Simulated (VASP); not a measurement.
Here is a VASP 6.6.1 calculation.

The input INCAR:

```
PREC = Accurate
ENCUT = 520
EDIFF = 1E-7
ISMEAR = 0
SIGMA = 0.1
LREAL = False
LASPH = True
NELM = 100
ALGO = Normal
ISIF = 2
LWAVE = False
LCHARG = True
GGA = PE
LELF = True
LVHAR = True
NBANDS = 21
```

KPOINTS

```
regular mesh
0
Gamma
  6 6 6
```

File POSCAR:

```
AlN
1.0
    3.0290553600      0.0000000000      0.0000000000
    0.0000000000      4.4196727300      0.0000000000
    0.0000000000     -2.2098363600      3.8275488600
Al N
3 3
Direct
    0.1512165900      0.8328629900      0.7667369600
    0.6536790200      0.6045542400      0.5015869500
    0.9870123500      0.8970327100      0.3954457600
    0.4845499300      0.9338739600      0.1671370100
    0.8178832600      0.2332630400      0.0661260400
    0.3203456800      0.4984130500      0.1029672900
```

Potentials or basis: VASP PAW PBE potentials, release 64 (Al, N).

The run is started by

```sh
$ cat potpaw_PBE.64/Al/POTCAR potpaw_PBE.64/N/POTCAR > POTCAR
$ mpirun -np 1 vasp_std > vasp.out
```

What does it give for the pressure?

131.8 GPa.

Estimate the largest force.

21.484 eV/Å.

Estimate the band gap on the k mesh.

zero (bands 12 and 13 overlap by 2.30 eV).

Forces in eV/Å, atoms in the order of the input:
```
Al    2.791  -1.339  21.260
Al   -5.586 -15.795  -9.528
Al    1.857  16.886  -9.396
N     1.381   0.054  -0.252
N     1.821   0.878   0.884
N    -2.265  -0.685  -2.966
```

Caveat: the cell stands under pressure; forces of over 1 eV/Å act on the atoms, so gaps and moduli don't describe the material at rest.
